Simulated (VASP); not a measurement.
# Cu in VASP: single point with PBE+D3(BJ)

Aim: the single point of Cu with PBE+D3(BJ).

Everything below comes from runs of VASP 6.6.1. Logs are shortened: lines on timing, memory, paths and dates and some standing lists are left out, and cuts for length are marked.

### Step 1. The cell of the first run

The cell holds a slab with vacuum, 7 atoms: a = 2.461 Å, b = 2.461 Å, c = 26.056 Å, α = 90.00°, β = 90.00°, γ = 60.00°.

### Step 2. Single point, PBE+D3(BJ)

File INCAR:

```
SYSTEM = Cu
PREC = Accurate
ENCUT = 520
EDIFF = 1E-6
ISMEAR = 0
SIGMA = 0.1
LREAL = .FALSE.
LASPH = .TRUE.
NELM = 60
ALGO = Normal
ISIF = 2
LWAVE = .FALSE.
LCHARG = .FALSE.
LDIPOL = .TRUE.
IDIPOL = 3
DIPOL = 0.5 0.5 0.500
GGA = PE
IVDW = 12
NBANDS = 48
```

File KPOINTS:

```
regular mesh
0
G
  24 24 1
  0 0 0
```

File POSCAR:

```
Cu
1.0
    2.4610000007      0.0000000000      0.0000000000
    1.2305000004      2.1312885194      0.0000000000
    0.0000000000      0.0000000000     26.0563885100
Cu
7
Direct
    0.0000000000      0.0000000000      0.2584153869
    0.3333333333      0.3333333333      0.3395072265
    0.6666666667      0.6666666667      0.4197653548
    0.0000000000      0.0000000000      0.4999999975
    0.3333333333      0.3333333333      0.5802346418
    0.6666666667      0.6666666667      0.6604927736
    0.0000000000      0.0000000000      0.7415846189
```

Potentials or basis: VASP PAW PBE potentials, release 64 (Cu).

Started as:

```
$ cat potpaw_PBE.64/Cu/POTCAR > POTCAR
$ mpirun -np 1 vasp_std > vasp.out
```

OUTCAR:

```text
SYSTEM = Cu
   PREC = Accurate
   ENCUT = 520
   EDIFF = 1E-6
   ISMEAR = 0
   LREAL = .FALSE.
   LASPH = .TRUE.
   NELM = 60
   ISIF = 2
   GGA = PE
   IVDW = 12
 IVDW          = 12

 ion  position               nearest neighbor table
   1  0.000  0.000  0.258-   2 2.55   2 2.55   2 2.55
   2  0.333  0.333  0.340-   3 2.53   3 2.53   3 2.53   1 2.55   1 2.55   1 2.55
   3  0.667  0.667  0.420-   4 2.53   4 2.53   4 2.53   2 2.53   2 2.53   2 2.53
   4  0.000  0.000  0.500-   3 2.53   3 2.53   3 2.53   5 2.53   5 2.53   5 2.53
   5  0.333  0.333  0.580-   4 2.53   4 2.53   4 2.53   6 2.53   6 2.53   6 2.53
   6  0.667  0.667  0.660-   5 2.53   5 2.53   5 2.53   7 2.55   7 2.55   7 2.55
   7  0.000  0.000  0.742-   6 2.55   6 2.55   6 2.55

  LATTYP: Found a hexagonal cell.
 ALAT       =     2.4610000008
 C/A-ratio  =    10.5877238934

  Lattice vectors:

 A1 = (  -1.2305000004,  -2.1312885194,   0.0000000000)
 A2 = (   2.4610000007,   0.0000000000,   0.0000000000)
 A3 = (   0.0000000000,   0.0000000000,  26.0563885100)

Analysis of symmetry for initial positions (statically):
=====================================================================
 Subroutine PRICEL returns:
 Original cell was already a primitive cell.

 Routine SETGRP: Setting up the symmetry group for a
 hexagonal supercell.

 Subroutine GETGRP returns: Found 12 space group operations
 (whereof 12 operations were pure point group operations)
 out of a pool of 24 trial point group operations.

The static configuration has the point symmetry D_3d.

Analysis of symmetry for dynamics (positions and initial velocities):
=====================================================================
 Subroutine PRICEL returns:
 Original cell was already a primitive cell.

 Routine SETGRP: Setting up the symmetry group for a
 hexagonal supercell.

 Subroutine GETGRP returns: Found 12 space group operations
 (whereof 12 operations were pure point group operations)
 out of a pool of 24 trial point group operations.

The dynamic configuration has the point symmetry D_3d.

 Subroutine INISYM returns: Found 12 space group operations
 (whereof 12 operations are pure point group operations),
 and found     1 'primitive' translations

----------------------------------------------------------------------------------------

                                     Primitive cell

  volume of cell :     136.6684

  direct lattice vectors                    reciprocal lattice vectors
     2.461000001  0.000000000  0.000000000     0.406338887 -0.234599866  0.000000000
     1.230500000  2.131288519  0.000000000     0.000000000  0.469199731  0.000000000
     0.000000000  0.000000000 26.056388510     0.000000000  0.000000000  0.038378304

  length of vectors
     2.461000001  2.461000001 26.056388510     0.469199731  0.469199731  0.038378304

  position of ions in fractional coordinates (direct lattice)
     0.000000000  0.000000000  0.258415387
     0.333333333  0.333333333  0.339507226
     0.666666667  0.666666667  0.419765355
     0.000000000  0.000000000  0.499999997
     0.333333333  0.333333333  0.580234642
     0.666666667  0.666666667  0.660492774
     0.000000000  0.000000000  0.741584619

  ion indices of the primitive-cell ions
   primitive index   ion index
                 1           1
                 2           2
                 3           3
                 4           4
                 5           5
                 6           6
                 7           7

----------------------------------------------------------------------------------------

 KPOINTS: regular mesh

Automatic generation of k-mesh.
 Grid dimensions read from file:
 generate k-points for:   24   24    1

 Generating k-lattice:

  Cartesian coordinates                     Fractional coordinates (reciprocal lattice)
     0.016930787 -0.009774994  0.000000000     0.041666667  0.000000000  0.000000000
     0.000000000  0.019549989  0.000000000     0.000000000  0.041666667  0.000000000
     0.000000000  0.000000000  0.038378304     0.000000000  0.000000000  1.000000000

  Length of vectors
     0.019549989  0.019549989  0.038378304

  Shift w.r.t. Gamma in fractional coordinates (k-lattice)
     0.000000000  0.000000000  0.000000000

 Subroutine IBZKPT returns following result:
 ===========================================

 Found     61 irreducible k-points:

 Following reciprocal coordinates:
            Coordinates               Weight
  0.000000  0.000000  0.000000      1.000000
  0.041667  0.000000  0.000000      6.000000
  0.083333  0.000000  0.000000      6.000000
  0.125000  0.000000  0.000000      6.000000
  0.166667  0.000000  0.000000      6.000000
  0.208333  0.000000  0.000000      6.000000
[... 16 lines left out ...]
  0.458333  0.041667  0.000000     12.000000
  0.500000  0.041667  0.000000     12.000000
 [... further k-points ...]
   k-points           NKPTS =     61   k-points in BZ     NKDIM =     61   number of bands    NBANDS=     48
   number of dos      NEDOS =    301   number of ions     NIONS =      7
   total plane-waves  NPLWV =  63504
   dimension x,y,z NGX =    18 NGY =   18 NGZ =  196
   dimension x,y,z NGXF=    36 NGYF=   36 NGZF=  392
   ions per type =               7
   NGX,Y,Z   is equivalent  to a cutoff of  12.16, 12.16, 12.51 a.u.
   NGXF,Y,Z  is equivalent  to a cutoff of  24.32, 24.32, 25.01 a.u.
 SYSTEM =  Cu
   PREC   = accura    normal or accurate (medium, high low for compatibility)
   ISTART =      0    job   : 0-new  1-cont  2-samecut
   ICHARG =      2    charge: 1-file 2-atom 10-const
   ISPIN  =      1    spin polarized calculation?
   LNONCOLLINEAR =      F non collinear calculations
   LSORBIT =      F    spin-orbit coupling
   LASPH  =      T    aspherical Exc in radial PAW
   ENCUT  =  520.0 eV  38.22 Ry    6.18 a.u.   4.58  4.58 48.45*2*pi/ulx,y,z
   NELM   =     60;   NELMIN=  2; NELMDL= -5     # of ELM steps
   EDIFF  = 0.1E-05   stopping-criterion for ELM
   LREAL  =      F    real-space projection
   EDIFFG = 0.1E-04   stopping-criterion for IOM
   NSW    =      0    number of steps for IOM
   IBRION =     -1    ionic relax: 0-MD 1-quasi-New 2-CG
   NFREE  =      0    steps in history (QN), initial steepest desc. (CG)
   ISIF   =      2    stress and relaxation
   ISYM   =      2    0-nonsym 1-usesym 2-fastsym
   POTIM  = 0.5000    time-step for ionic-motion
   TEBEG  =    0.0;   TEEND  =   0.0 temperature during run
   PSTRESS=    0.0 pullay stress
   NELECT =      77.0000    total number of electrons
   NUPDOWN=      -1.0000    fix difference up-down
   EMIN   =  10.00;   EMAX   =-10.00  energy-range for DOS
   EFERMI =   0.00;   METHOD = LEGACY
   ISMEAR =     0;   SIGMA  =   0.10  broadening in eV -4-tet -1-fermi 0-gaus
   EFERMI_NEDOS =   21; number of points for ismear=-14 and -15
   IALGO  =     38    algorithm
   IMIX   =      4    mixing-type and parameters
     AMIX     =   0.40;   BMIX     =  1.00
     AMIX_MAG =   1.60;   BMIX_MAG =  1.00
  volume/ion in A,a.u.               =      19.52       131.75
  Fermi-wavevector in a.u.,A,eV,Ry     =   1.352121  2.555139 24.874613  1.828232
  Thomas-Fermi vector in A             =   2.479487
   LORBIT       =      0    0 simple, 1 ext, 2 COOP (PROOUT), +10 PAW based schemes
   GGA     = PE    functional components
   LHFCALC =     F    Hartree Fock is set to
   AEXX    =    0.0000 exact exchange contribution
   IVDW    =    12    specifies the selected vdW correction
   LEPSILON=     F    determine dielectric tensor
   LRPA    =     F    only Hartree local field effects (RPA)
 non-spin polarized calculation
 Gauss-broadening in eV      SIGMA  =   0.10
  energy-cutoff  :      520.00
  volume of cell :      136.67
 maximum number of plane-waves:      3736
   NGX =  9   NGY =  9   NGZ = 97

 dipolmoment           0.000000      0.000000     -0.000000 electrons x Angstroem

 number of electron      76.9999950 magnetization

 dipolmoment           0.000000      0.000000      0.000000 electrons x Angstroem

 Free energy of the ion-electron system (eV)
  ---------------------------------------------------
  ext. energy  EPLUGINS =         0.00000000
  ---------------------------------------------------
  free energy    TOTEN  =       -24.93129757 eV

  energy without entropy =      -24.92061179  energy(sigma->0) =      -24.92595468

 E-fermi :   2.6907     XC(G=0):  -8.1209

 val. band max:        2.6816713202   @ k =   0.3750   0.0833   0.0000
 cond. band min:       2.7425534315   @ k =   0.5000   0.1250   0.0000
 fundamental gap:      0.0608821114
 Fermi energy:         2.6906990163

 k-point     1 :       0.0000    0.0000    0.0000
  band No.  band energies     occupation
      1      -7.0898      2.00000
      2      -6.5899      2.00000
      3      -5.8012      2.00000
      4      -4.8393      2.00000
      5      -3.8565      2.00000
      6      -3.1784      2.00000
[... 40 lines left out ...]
     47       9.0682      0.00000
     48       9.3201      0.00000

 k-point     2 :       0.0417    0.0000    0.0000
  band No.  band energies     occupation
      1      -7.0289      2.00000
      2      -6.5300      2.00000
      3      -5.7430      2.00000
      4      -4.7835      2.00000
      5      -3.8040      2.00000
      6      -3.1305      2.00000
[... 40 lines left out ...]
     47       9.1231      0.00000
     48       9.3668      0.00000

 k-point     3 :       0.0833    0.0000    0.0000
  band No.  band energies     occupation
      1      -6.8474      2.00000
      2      -6.3517      2.00000
      3      -5.5702      2.00000
      4      -4.6187      2.00000
      5      -3.6500      2.00000
      6      -2.9904      2.00000
[... 1060 lines left out ...]
     47       9.9750      0.00000
     48      10.7607      0.00000

 k-point    24 :       0.5000    0.0417    0.0000
  band No.  band energies     occupation
      1      -2.7076      2.00000
      2      -2.5829      2.00000
      3      -2.4763      2.00000
      4      -2.4089      2.00000
      5      -2.2499      2.00000
      6      -2.0944      2.00000
[... 40 lines left out ...]
     47       9.8083      0.00000
     48      10.6960      0.00000

 [... further k-points ...]

------------------------ aborting loop because EDIFF is reached ----------------------------------------

 vacuum level on the upper side and lower side of the slab       (xc-potential included)        -0.214        -0.214

 Edisp (eV)   -3.72812

 E8    (eV) :    -1.6329

  FORCE on cell =-STRESS in cart. coord.  units (eV):
  Direction    XX          YY          ZZ          XY          YZ          ZX
  --------------------------------------------------------------------------------------
  -------------------------------------------------------------------------------------
  Total       3.40025     3.40025     0.10471     0.00000    -0.00000    -0.00000
  in kB      39.86152    39.86152     1.22753     0.00000    -0.00000    -0.00000
  external pressure =       26.98 kB  Pullay stress =        0.00 kB

 VOLUME and BASIS-vectors are now :
 -----------------------------------------------------------------------------
  energy-cutoff  :      520.00
  volume of cell :      136.67
      direct lattice vectors                 reciprocal lattice vectors
     2.461000001  0.000000000  0.000000000     0.406338887 -0.234599866  0.000000000
     1.230500000  2.131288519  0.000000000     0.000000000  0.469199731  0.000000000
     0.000000000  0.000000000 26.056388510     0.000000000  0.000000000  0.038378304

 POSITION                                       TOTAL-FORCE (eV/Angst)
 -----------------------------------------------------------------------------------
      0.00000      0.00000      6.73337        -0.000000      0.000000     -0.015677
      1.23050      0.71043      8.84633        -0.000000     -0.000000     -0.004136
      2.46100      1.42086     10.93757        -0.000000     -0.000000      0.002110
      0.00000      0.00000     13.02819         0.000000      0.000000      0.000000
      1.23050      0.71043     15.11882         0.000000      0.000000     -0.002110
      2.46100      1.42086     17.21006         0.000000      0.000000      0.004136
      0.00000      0.00000     19.32302         0.000000      0.000000      0.015677
 -----------------------------------------------------------------------------------
    total drift:                               -0.000000     -0.000000      0.000003

  FREE ENERGIE OF THE ION-ELECTRON SYSTEM (eV)
  ---------------------------------------------------
  free  energy   TOTEN  =       -28.6594187136 eV

  energy  without entropy=      -28.6487329297  energy(sigma->0) =      -28.65407582

 vacuum level on the upper side and lower side of the slab         7.452         7.452
```

Run time: 20 min. Hardware: 1 thread of AMD EPYC 7R13, shared host; peak memory 0.4 GiB.

Results:

| Property | Result |
| --- | --- |
| Free energy | -28.6594 eV |
| Largest force | 0.016 eV/Å |
| Dispersion energy per atom | -0.533 eV |

Forces in eV/Å, atoms in the order of the input:
```
Cu   0.000  0.000 -0.016
Cu   0.000  0.000 -0.004
Cu   0.000  0.000  0.002
Cu   0.000  0.000  0.000
Cu   0.000  0.000 -0.002
Cu   0.000  0.000  0.004
Cu   0.000  0.000  0.016
```

Levels at points of the mesh, in eV from the Fermi level:
| k point | band 37 | band 38 | band 39 | band 40 | band 41 | band 42 |
| --- | --- | --- | --- | --- | --- | --- |
| (0.00, 0.00, 0.00) | -1.89 | -1.73 | -1.73 | -1.71 | -1.71 | -1.06 |
| (0.50, 0.00, 0.00) | 0.10 | 0.73 | 1.15 | 1.38 | 1.56 | 1.56 |
